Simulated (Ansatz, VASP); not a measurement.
MgO: VASP beside Ansatz

The input POSCAR:

```
MgO
1.0
    2.9380209034      0.0000000000      0.0000000000
   -1.4690104517      2.5444007392      0.0000000000
    0.0000000000      0.0000000000      2.6796800000
Mg O
1 1
Direct
    0.0152581534     -0.0416860503      0.0000000000
    0.3333333333      0.6666666667      0.5000000000
```

INCAR.step1

```
PREC     = Accurate       # precision mode
ENCUT    = 520            # plane-wave cutoff, eV
ISMEAR   = 0              # smearing method
SIGMA    = 0.05           # smearing width, eV
LREAL    = F              # projectors in reciprocal space
LASPH    = T              # aspherical terms in the spheres
NELM     = 100            # most SCF steps
NBANDS   = 11             # bands
GGA      = PE             # functional
ALGO     = Normal         # electronic algorithm
EDIFF    = 1E-4           # SCF threshold, eV
LWAVE    = T              # write WAVECAR
LCHARG   = F              # write CHGCAR
```

The input INCAR.step2:

```
PREC     = Accurate       # precision mode
ENCUT    = 520            # plane-wave cutoff, eV
EDIFF    = 1E-7           # SCF threshold, eV
ISMEAR   = 0              # smearing method
SIGMA    = 0.05           # smearing width, eV
LREAL    = F              # projectors in reciprocal space
LASPH    = T              # aspherical terms in the spheres
NELM     = 100            # most SCF steps
ALGO     = Normal         # electronic algorithm
ISIF     = 2              # what is computed and relaxed
LWAVE    = F              # write WAVECAR
LCHARG   = T              # write CHGCAR
METAGGA  = R2SCAN         # meta-GGA
LMIXTAU  = T            
LELF     = T              # ELF
LVHAR    = T            
NBANDS   = 11             # bands
ISTART   = 1
```

File KPOINTS:

```
Automatic mesh
0
Gamma
  9 9 8
```

Input for Ansatz:

```yaml
crystal:
  lattice:
    - [2.9380209034, 0.0, 0.0]
    - [-1.4690104517, 2.5444007392, 0.0]
    - [0.0, 0.0, 2.67968]
  atoms:
    - { symbol: Mg, position: [0.0152581534, -0.0416860503, 0.0] }
    - { symbol: O, position: [0.3333333333, 0.6666666667, 0.5] }
basis:
  ecutwfc: 500
kpoints:
  mp_grid: { grid: [9, 9, 8] }
hamiltonian:
  xc: r2scan
scf:
  occupations: { method: gaussian, width: 0.05 }
output:
  forces: true
  stress: true
  eigenvalues: true
```

Change from the starting cell: all Mg atoms moved +0.150 Å, as atom 1 along Cartesian [1 -1 0].

Alike in both runs: task single point; functional r2SCAN; k mesh 9 × 9 × 8; occupations gaussian, width 0.05 eV; no spin polarisation.

|  | VASP | Ansatz |
| --- | --- | --- |
| version | VASP 6.6.1 | Ansatz 0.2.0 |
| potentials or method | VASP PAW PBE potentials, release 64 (Mg, O), cutoff 520 eV | scalar-relativistic, plane waves, PAW |
| valence electrons in the cell | 8 | 16 |

VASP gave:

| Quantity | Value |
| --- | --- |
| gap on the k mesh at the Fermi level (eV) | 3.67 |
| least direct gap on the mesh (eV) | 4.17 |
| pressure (GPa) | -4.6 |
| traceless stress, the component that is largest in VASP (GPa) | 0.32 |
| rms of the force components (eV/Å) | 0.365 |

**Question.** Estimate Ansatz's values.

**Answer.** gap on the k mesh at the Fermi level (eV): 3.70; least direct gap on the mesh (eV): 4.19; pressure (GPa): -3.7; traceless stress, the component that is largest in VASP (GPa): 0.22; rms of the force components (eV/Å): 0.364.

VASP's potentials were made for PBE, not for r2SCAN. Atom by atom the forces differ by 0.001 eV/Å (rms over components). With one functional, cell and mesh, what is left measures potentials, basis and numerics. VASP's potentials hold 8 valence electrons a cell and Ansatz's 16, so a difference there can come from the potentials and not from the codes.
